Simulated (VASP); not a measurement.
# PbI2 (P-3m1) in VASP: notebook

Runs on PbI2. Level: PBE. Tasks: single point.

Program: VASP 6.6.1. These are calculated values, not measurements. Logs are shortened: lines on timing, memory, paths and dates and some standing lists are left out, and cuts for length are marked.

**1. The cell of the first run**

The structure is trigonal, space group P-3m1 (No. 164). Conventional cell: a = 4.555 Å, b = 4.555 Å, c = 6.628 Å, α = 90.00°, β = 90.00°, γ = 120.00°. Within 4.2 Å of Pb (site symmetry -3m) lie 6 I at 3.16 Å. I (site symmetry 3m) has 3 Pb at 3.16 Å and 3 I at 4.08 Å within 4.2 Å.

**2. Single point, PBE**

The input, INCAR:

```
SYSTEM = PbI2
  PREC = Accurate
  ENCUT = 500
  EDIFF = 1E-6
  ISMEAR = -1
  SIGMA = 0.05
  LREAL = .False.
  LASPH = .True.
  NELM = 120
  ALGO = Normal
  ISIF = 2
  LWAVE = .False.
  LCHARG = .True.
  GGA = PE
  LELF = .True.
  LVHAR = .True.
  NBANDS = 21
  GGA_COMPAT = .False.
```

The input, KPOINTS:

```
Automatic mesh
0
Gamma
  6 6 4
  0 0 0
```

The input, POSCAR:

```
PbI2
1.0
    4.5550000000      0.0000000000      0.0000000000
   -2.2775000000      3.9447500000      0.0000000000
    0.0000000000      0.0000000000      6.6281500000
Pb I
1 2
Direct
    0.0000000000      0.0000000000      0.0000000000
    0.3333333333      0.6666666667      0.2650000000
    0.6666666667      0.3333333333      0.7350000000
```

Potentials or basis: VASP PAW PBE potentials, release 64 (Pb_d, I).

Started as:

```
cat potpaw_PBE.64/Pb_d/POTCAR potpaw_PBE.64/I/POTCAR > POTCAR
mpirun -np 1 vasp_std > vasp.out
```

OUTCAR:

```text
SYSTEM = PbI2
   PREC = Accurate
   ENCUT = 500
   EDIFF = 1E-6
   ISMEAR = -1
   LREAL = .False.
   LASPH = .True.
   NELM = 120
   ISIF = 2
   GGA = PE

 ion  position               nearest neighbor table
   1  0.000  0.000  0.000-   2 3.16   3 3.16   3 3.16   2 3.16   3 3.16   2 3.16
   2  0.333  0.667  0.265-   1 3.16   1 3.16   1 3.16
   3  0.667  0.333  0.735-   1 3.16   1 3.16   1 3.16

  LATTYP: Found a hexagonal cell.
 ALAT       =     4.5550000000
 C/A-ratio  =     1.4551372119

  Lattice vectors:

 A1 = (   4.5550000000,   0.0000000000,   0.0000000000)
 A2 = (  -2.2775000000,   3.9447500000,   0.0000000000)
 A3 = (   0.0000000000,   0.0000000000,   6.6281500000)

Analysis of symmetry for initial positions (statically):
=====================================================================
 Subroutine PRICEL returns:
 Original cell was already a primitive cell.

 Routine SETGRP: Setting up the symmetry group for a
 hexagonal supercell.

 Subroutine GETGRP returns: Found 12 space group operations
 (whereof 12 operations were pure point group operations)
 out of a pool of 24 trial point group operations.

The static configuration has the point symmetry D_3d.

Analysis of symmetry for dynamics (positions and initial velocities):
=====================================================================
 Subroutine PRICEL returns:
 Original cell was already a primitive cell.

 Routine SETGRP: Setting up the symmetry group for a
 hexagonal supercell.

 Subroutine GETGRP returns: Found 12 space group operations
 (whereof 12 operations were pure point group operations)
 out of a pool of 24 trial point group operations.

The dynamic configuration has the point symmetry D_3d.

 Subroutine INISYM returns: Found 12 space group operations
 (whereof 12 operations are pure point group operations),
 and found     1 'primitive' translations

----------------------------------------------------------------------------------------

                                     Primitive cell

  volume of cell :     119.0968

  direct lattice vectors                    reciprocal lattice vectors
     4.555000000  0.000000000  0.000000000     0.219538968  0.126750745  0.000000000
    -2.277500000  3.944750000  0.000000000     0.000000000  0.253501489  0.000000000
     0.000000000  0.000000000  6.628150000     0.000000000  0.000000000  0.150871661

  length of vectors
[... 81 lines left out ...]
   ENCUT  =  500.0 eV  36.75 Ry    6.06 a.u.   8.30  8.30 12.08*2*pi/ulx,y,z
   NELM   =    120;   NELMIN=  2; NELMDL= -5     # of ELM steps
   EDIFF  = 0.1E-05   stopping-criterion for ELM
   LREAL  =      F    real-space projection
   EDIFFG = 0.1E-04   stopping-criterion for IOM
   NSW    =      0    number of steps for IOM
   IBRION =     -1    ionic relax: 0-MD 1-quasi-New 2-CG
   NFREE  =      0    steps in history (QN), initial steepest desc. (CG)
   ISIF   =      2    stress and relaxation
   ISYM   =      2    0-nonsym 1-usesym 2-fastsym
   POTIM  = 0.5000    time-step for ionic-motion
   TEBEG  =    0.0;   TEEND  =   0.0 temperature during run
   PSTRESS=    0.0 pullay stress
   NELECT =      28.0000    total number of electrons
   NUPDOWN=      -1.0000    fix difference up-down
   EMIN   =  10.00;   EMAX   =-10.00  energy-range for DOS
   EFERMI =   0.00;   METHOD = LEGACY
   ISMEAR =    -1;   SIGMA  =   0.05  broadening in eV -4-tet -1-fermi 0-gaus
   EFERMI_NEDOS =   21; number of points for ismear=-14 and -15
   IALGO  =     38    algorithm
   IMIX   =      4    mixing-type and parameters
     AMIX     =   0.40;   BMIX     =  1.00
     AMIX_MAG =   1.60;   BMIX_MAG =  1.00
  volume/ion in A,a.u.               =      39.70       267.90
  Fermi-wavevector in a.u.,A,eV,Ry     =   1.010402  1.909383 13.890348  1.020912
  Thomas-Fermi vector in A             =   2.143389
   LORBIT       =      0    0 simple, 1 ext, 2 COOP (PROOUT), +10 PAW based schemes
   GGA     = PE    functional components
   LHFCALC =     F    Hartree Fock is set to
   AEXX    =    0.0000 exact exchange contribution
   IVDW    =     0    specifies the selected vdW correction
   LEPSILON=     F    determine dielectric tensor
   LRPA    =     F    only Hartree local field effects (RPA)
 non-spin polarized calculation
  energy-cutoff  :      500.00
  volume of cell :      119.10
 maximum number of plane-waves:      3041
 NGX is ok and might be reduce to    36
   NGX = 17   NGY = 17   NGZ = 25

 number of electron      28.0000000 magnetization

 Free energy of the ion-electron system (eV)
  ---------------------------------------------------
  ext. energy  EPLUGINS =         0.00000000
  ---------------------------------------------------
  free energy    TOTEN  =        -8.43696246 eV

  energy without entropy =       -8.43696246  energy(sigma->0) =       -8.43696246

 E-fermi :   4.3113     XC(G=0):  -8.3529

 val. band max:        3.2675833942   @ k =   0.3333   0.3333   0.5000
 cond. band min:       5.2896613550   @ k =   0.0000   0.0000   0.5000
 fundamental gap:      2.0220779608
 Fermi energy:         4.3112700795

 k-point     1 :       0.0000    0.0000    0.0000
  band No.  band energies     occupation
      1     -12.8975      2.00000
      2     -12.8975      2.00000
      3     -12.8822      2.00000
      4     -12.8663      2.00000
      5     -12.8663      2.00000
      6      -9.2786      2.00000
[... 565 lines left out ...]
     20      10.8121      0.00000
     21      11.2631      0.00000

------------------------ aborting loop because EDIFF is reached ----------------------------------------

  FORCE on cell =-STRESS in cart. coord.  units (eV):
  Direction    XX          YY          ZZ          XY          YZ          ZX
  --------------------------------------------------------------------------------------
  -------------------------------------------------------------------------------------
  Total        2.5318905      2.5318960      2.9476391      0.0000000      0.0000000      0.0000000
  in kB       34.0608367     34.0609107     39.6537899      0.0000000      0.0000000      0.0000000
  external PRESSURE =      35.9251791 kB  Pullay stress =       0.0000000 kB

 VOLUME and BASIS-vectors are now :
 -----------------------------------------------------------------------------
  energy-cutoff  :      500.00
  volume of cell :      119.10
      direct lattice vectors                 reciprocal lattice vectors
     4.555000000  0.000000000  0.000000000     0.219538968  0.126750745  0.000000000
    -2.277500000  3.944750000  0.000000000     0.000000000  0.253501489  0.000000000
     0.000000000  0.000000000  6.628150000     0.000000000  0.000000000  0.150871661

 POSITION                                       TOTAL-FORCE (eV/Angst)
 -----------------------------------------------------------------------------------
      0.00000      0.00000      0.00000         0.000000      0.000000      0.000000
     -0.00000      2.62983      1.75646         0.000000      0.000000      0.467742
      2.27750      1.31492      4.87169         0.000000     -0.000000     -0.467742
 -----------------------------------------------------------------------------------
    total drift:                               -0.000000     -0.000000      0.000000

  FREE ENERGIE OF THE ION-ELECTRON SYSTEM (eV)
  ---------------------------------------------------
  free  energy   TOTEN  =        -8.4369624570 eV

  energy  without entropy=       -8.4369624569  energy(sigma->0) =       -8.43696246
```

It took 48 s on 1 thread of Intel Xeon 8259CL, shared host; peak memory 0.26 GiB.

Results:

```
Free energy            : -8.4370 eV
Pressure               : 3.6 GPa
Largest force          : 0.468 eV/Å
Band gap on the k mesh : 2.02 eV (least direct gap 2.11 eV)
```

Forces on the atoms (eV/Å):
```
Pb   0.000  0.000  0.000
I    0.000  0.000  0.468
I    0.000  0.000 -0.468
```

Stress tensor (GPa, compression positive):
```
3.41 0.00 0.00
0.00 3.41 0.00
0.00 0.00 3.97
```

Levels at points of the mesh, in eV from the valence-band top:
```tsv
k point	band 11	band 12	band 13	band 14	band 15	band 16	band 17	band 18
(0.00, 0.00, 0.00)	-1.28	-1.21	-1.21	-0.63	2.23	3.27	3.27	6.45
(0.50, 0.00, 0.00)	-2.47	-1.72	-0.90	-0.41	2.81	3.71	4.88	5.14
(0.00, 0.00, 0.50)	-1.45	-0.97	-0.97	-0.09	2.02	3.00	3.00	6.36
(0.50, 0.00, 0.50)	-1.80	-1.57	-1.38	-0.56	3.27	3.84	4.33	5.84
```

Caveat: the cell stands under pressure; spin-orbit coupling is left out, which moves the levels of the heavy elements; this functional lacks dispersion, which binds the layers, so the pressure and a relaxed spacing across them are unreliable. A k mesh can miss the band edges.

**3. Single point, PBE**

This run uses another cell than the first one, of 40.40 Å³/atom.

The input, INCAR:

```
PREC = Accurate ; ENCUT = 500
EDIFF = 1E-6 ; ISMEAR = -1
SIGMA = 0.05 ; LREAL = F
LASPH = T ; NELM = 120
ALGO = Normal ; ISIF = 2
LWAVE = F ; LCHARG = F
GGA = PE ; NBANDS = 21
GGA_COMPAT = F
```

The input, KPOINTS:

```
Automatic mesh
0
Gamma
  6 6 4
```

Changes to POSCAR since step 2:

```diff
@@ -4,3 +4,3 @@
    -2.2775000000      3.9447500000      0.0000000000
-    0.0000000000      0.0000000000      6.6281500000
+    0.0000000000      0.0000000000      6.7444333333
 Pb I
```

Potentials or basis: VASP PAW PBE potentials, release 64 (Pb_d, I).

Started as:

```
cat potpaw_PBE.64/Pb_d/POTCAR potpaw_PBE.64/I/POTCAR > POTCAR
mpirun -np 1 vasp_std > vasp.out
```

OUTCAR:

```text
PREC = Accurate
   ENCUT = 500
   EDIFF = 1E-6
   ISMEAR = -1
   LREAL = F
   LASPH = T
   NELM = 120
   ISIF = 2
   GGA = PE

 ion  position               nearest neighbor table
   1  0.000  0.000  0.000-   2 3.18   3 3.18   3 3.18   2 3.18   3 3.18   2 3.18
   2  0.333  0.667  0.265-   1 3.18   1 3.18   1 3.18
   3  0.667  0.333  0.735-   1 3.18   1 3.18   1 3.18

  LATTYP: Found a hexagonal cell.
 ALAT       =     4.5550000000
 C/A-ratio  =     1.4806659349

[... 765 lines left out ...]

  FORCE on cell =-STRESS in cart. coord.  units (eV):
  Direction    XX          YY          ZZ          XY          YZ          ZX
  --------------------------------------------------------------------------------------
  -------------------------------------------------------------------------------------
  Total        2.1287569      2.1287615      2.4434039      0.0000000     -0.0000000      0.0000000
  in kB       28.1438375     28.1438986     32.3037184      0.0000000     -0.0000000      0.0000000
  external PRESSURE =      29.5304848 kB  Pullay stress =       0.0000000 kB

 VOLUME and BASIS-vectors are now :
 -----------------------------------------------------------------------------
  energy-cutoff  :      500.00
  volume of cell :      121.19
      direct lattice vectors                 reciprocal lattice vectors
     4.555000000  0.000000000  0.000000000     0.219538968  0.126750745  0.000000000
    -2.277500000  3.944750000  0.000000000     0.000000000  0.253501489  0.000000000
     0.000000000  0.000000000  6.744433333     0.000000000  0.000000000  0.148270425

 POSITION                                       TOTAL-FORCE (eV/Angst)
 -----------------------------------------------------------------------------------
      0.00000      0.00000      0.00000        -0.000000      0.000000      0.000000
     -0.00000      2.62983      1.78727         0.000000      0.000000      0.369068
      2.27750      1.31492      4.95716        -0.000000     -0.000000     -0.369068
 -----------------------------------------------------------------------------------
    total drift:                               -0.000000     -0.000000      0.000000

  FREE ENERGIE OF THE ION-ELECTRON SYSTEM (eV)
  ---------------------------------------------------
  free  energy   TOTEN  =        -8.4841072230 eV

  energy  without entropy=       -8.4841072230  energy(sigma->0) =       -8.48410722
```

OSZICAR:

```text
N       E                     dE             d eps       ncg     rms          rms(c)
DAV:   1     0.230438410648E+03    0.23044E+03   -0.11621E+04  1008   0.115E+03
DAV:   2     0.138654663876E+02   -0.21657E+03   -0.20748E+03  1099   0.293E+02
DAV:   3    -0.776236199107E+01   -0.21628E+02   -0.21298E+02  1277   0.101E+02
DAV:   4    -0.861246643947E+01   -0.85010E+00   -0.84921E+00  1352   0.231E+01
DAV:   5    -0.863290632196E+01   -0.20440E-01   -0.20439E-01  1376   0.308E+00    0.387E+00
DAV:   6    -0.848462966447E+01    0.14828E+00   -0.34356E-01  1365   0.396E+00    0.258E+00
DAV:   7    -0.848231368798E+01    0.23160E-02   -0.16024E-01  1348   0.193E+00    0.106E+00
DAV:   8    -0.848380586855E+01   -0.14922E-02   -0.20628E-02  1158   0.126E+00    0.230E-01
DAV:   9    -0.848396563725E+01   -0.15977E-03   -0.18947E-03  1209   0.358E-01    0.999E-02
DAV:  10    -0.848408988366E+01   -0.12425E-03   -0.28461E-04  1133   0.125E-01    0.259E-02
DAV:  11    -0.848410544222E+01   -0.15559E-04   -0.35367E-05  1416   0.342E-02    0.127E-02
DAV:  12    -0.848410706799E+01   -0.16258E-05   -0.78165E-06  1121   0.161E-02    0.208E-03
DAV:  13    -0.848410722303E+01   -0.15503E-06   -0.44132E-07   838   0.390E-03
   1 F= -.84841072E+01 E0= -.84841072E+01  d E =-.484279E-10
```

stdout:

```text
POSCAR found type information on POSCAR PbI
 POSCAR found :  2 types and       3 ions
 scaLAPACK will be used
 LDA part: xc-table for (Slater+PW92), standard interpolation
 POSCAR, INCAR and KPOINTS ok, starting setup
 FFT: planning ... GRIDC
 FFT: planning ... GRID_SOFT
 FFT: planning ... GRID
 WAVECAR not read
 entering main loop
```

It took 58 s on 1 thread of Intel Xeon 8259CL, shared host; peak memory 0.26 GiB.

Results:

```
Free energy            : -8.4841 eV
Pressure               : 3.0 GPa
Largest force          : 0.369 eV/Å
Band gap on the k mesh : 2.12 eV (least direct gap 2.14 eV)
```

Forces on the atoms (eV/Å):
```
Pb   0.000  0.000  0.000
I    0.000  0.000  0.369
I    0.000  0.000 -0.369
```

Caveat: spin-orbit coupling is left out, which moves the levels of the heavy elements; this functional lacks dispersion, which binds the layers, so the pressure and a relaxed spacing across them are unreliable. A k mesh can miss the band edges.
